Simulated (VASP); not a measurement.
Runs of VASP 6.6.1 on SiC. The structure is that of space group P6_3mc (No. 186), or close to it. The cells are those of the table. 

```tsv
task	cell	cutoff (eV)	gap on the mesh (eV)	pressure (GPa)	largest force (eV/Å)
relaxation of shape and atoms at fixed volume	relaxed from a = 2.951, b = 2.951, c = 19.293 Å, angles 90.0, 90.0, 120.0°, 16 atoms	600	2.11	36.6	0.01
single point	a = 2.951, b = 2.951, c = 19.291 Å, angles 90.0, 90.0, 120.0°, 16 atoms	520	2.11	(a)	-
single point	a = 3.048, b = 3.048, c = 19.932 Å, angles 90.0, 90.0, 120.0°, 16 atoms	520	2.14	7.1	0.01
single point	a = 3.079, b = 3.079, c = 20.138 Å, angles 90.0, 90.0, 120.0°, 16 atoms	520	2.14	-0.2	0.02
single point	a = 3.016, b = 3.016, c = 19.724 Å, angles 90.0, 90.0, 120.0°, 16 atoms	520	2.13	15.7	0.02
single point	a = 2.984, b = 2.984, c = 19.510 Å, angles 90.0, 90.0, 120.0°, 16 atoms	520	(b)	25.5	0.01
```

Alike in all rows: level r2SCAN; potentials or basis VASP PAW PBE potentials, release 64 (Si, C); no spin polarisation; k mesh 12 × 12 × 2; smearing gaussian 0.02 eV.

Q: Fill in the values left out.

A: (a) 36.7; (b) 2.12.

Caveats: the PAW data sets were made with another functional, which shifts forces and pressure a little; the cell stands under pressure (at least some runs).

A k mesh can miss the band edges.
